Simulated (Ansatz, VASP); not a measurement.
One calculation of Mg, two programs

```
Mg
1.0
    -1.69440    1.69440    1.83390
     1.69440   -1.69440    1.83390
     1.69440    1.69440   -1.83390
Mg
1
Direct
  0.00000 0.00000 0.00000
```

Alike in both runs: task single point; functional PBEsol; k mesh 18 × 18 × 18; occupations gaussian, width 0.15 eV; no spin polarisation.

|  | VASP | Ansatz |
| --- | --- | --- |
| version | VASP 6.6.1 | Ansatz 0.2.0 |
| potentials or method | VASP PAW PBE potentials, release 64 (Mg), cutoff 520 eV | scalar-relativistic, plane waves, PAW |
| valence electrons in the cell | 2 | 10 |

Ansatz gave:

- gap on the k mesh at the Fermi level (eV): none
- pressure (GPa): 2.7
- traceless stress, the component that is largest in VASP (GPa): 0.14

Q: Which values does VASP return?

A: gap on the k mesh at the Fermi level (eV): none; pressure (GPa): 2.7; traceless stress, the component that is largest in VASP (GPa): 0.13.

VASP's potentials were made for PBE, not for PBEsol. A gap of «none» marks a metal or a gap that the smearing closes. VASP's potentials hold 2 valence electrons a cell and Ansatz's 10, so a difference there can come from the potentials and not from the codes.
